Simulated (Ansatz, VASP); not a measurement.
## Ti in VASP and in Ansatz

```xyz
2
Lattice="2.9500 0.0000 0.0000 -1.4750 2.5548 0.0000 0.0000 0.0000 4.7797" Properties=species:S:1:pos:R:3 pbc="T T T"
Ti    0.0000    1.7032    1.1949
Ti    1.4750    0.8516    3.5848
```

Change from the starting cell: zz strain of +2 %.

Alike in both runs: task single point; functional PBEsol; k mesh 13 × 13 × 7; occupations fermi-dirac, width 0.08 eV; no spin polarisation.

|  | VASP | Ansatz |
| --- | --- | --- |
| version | VASP 6.6.1 | Ansatz 0.2.0 |
| potentials or method | VASP PAW PBE potentials, release 64 (Ti_sv), cutoff 520 eV | all-electron LAPW, scalar-relativistic |

VASP gave:

| Quantity | Value |
| --- | --- |
| pressure (GPa) | -7.8 |
| traceless stress, the component that is largest in VASP (GPa) | -1.63 |

Which values does Ansatz return?

Pressure (GPa): -7.7; traceless stress, the component that is largest in VASP (GPa): -1.64.

VASP's potentials were made for PBE, not for PBEsol. Ansatz ran all-electron here, and VASP with PAW potentials.
